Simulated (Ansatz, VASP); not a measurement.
# One calculation of AlN, two programs

File INCAR:

```
PREC     = Accurate       # precision mode
ENCUT    = 520            # plane-wave cutoff, eV
EDIFF    = 1E-8           # SCF threshold, eV
ISMEAR   = -1             # smearing method
SIGMA    = 0.02           # smearing width, eV
LREAL    = False          # projectors in reciprocal space
LASPH    = True           # aspherical terms in the spheres
NELM     = 60             # most SCF steps
ALGO     = Normal         # electronic algorithm
ISIF     = 2              # what is computed and relaxed
LWAVE    = False          # write WAVECAR
LCHARG   = False          # write CHGCAR
GGA      = PS             # functional
LEFG     = True         
NBANDS   = 16             # bands
```

Contents of KPOINTS:

```
regular mesh
0
Gamma
  11 11 6
```

Contents of POSCAR:

```
AlN
1.0
    3.1720176844      0.0000000000      0.0000000000
   -1.5860088422      2.7470478959      0.0000000000
    0.0000000000      0.0000000000      5.0756326300
Al N
2 2
Direct
    0.3333333333      0.6666666667      0.0000000000
    0.6666666667      0.3333333333      0.5000000000
    0.3333333333      0.6666666667      0.3850000000
    0.6666666667      0.3333333333      0.8850000000
```

Input for Ansatz:

```yaml
crystal:
  lattice:
    - [3.1720176844, 0.0, 0.0]
    - [-1.5860088422, 2.7470478959, 0.0]
    - [0.0, 0.0, 5.07563263]
  atoms:
    - { symbol: Al, position: [0.3333333333, 0.6666666667, 0.0] }
    - { symbol: Al, position: [0.6666666667, 0.3333333333, 0.5] }
    - { symbol: "N", position: [0.3333333333, 0.6666666667, 0.385] }
    - { symbol: "N", position: [0.6666666667, 0.3333333333, 0.885] }
kpoints:
  mp_grid: { grid: [11, 11, 6] }
scf:
  occupations: { method: fermi_dirac, width: 0.02 }
hamiltonian:
  xc: pbesol
  pseudopotentials: { kind: all_electron, datasets: crystal }
output:
  forces: true
  stress: true
  eigenvalues: true
  efg: { contact_densities: true }
```

Change from the starting cell: volume scaled by 1.06, crystal datasets.

Alike in both runs: task electric field gradients; functional PBEsol; k mesh 11 × 11 × 6; occupations fermi-dirac, width 0.02 eV; no spin polarisation.

|  | VASP | Ansatz |
| --- | --- | --- |
| version | VASP 6.6.1 | Ansatz 0.2.0 |
| potentials or method | VASP PAW PBE potentials, release 64 (Al, N), cutoff 520 eV | all-electron PAW with datasets made for the crystal, scalar-relativistic |

```csv
,VASP,Ansatz,Ansatz less VASP
gap on the k mesh at the Fermi level (eV),3.59,3.59,-0.005
pressure (GPa),-10.1,-10.1,-0.02
"traceless stress, the component that is largest in VASP (GPa)",-0.42,-0.40,+0.016
rms of the force components (eV/Å),0.100,0.100,-0.0005
size of Vzz on the site where it differs most (V/Å²),0.2,0.0,-0.20
```

VASP's potentials were made for PBE, not for PBEsol. Atom by atom the forces differ by 0.000 eV/Å (rms over components). Ansatz ran all-electron here, and VASP with PAW potentials.
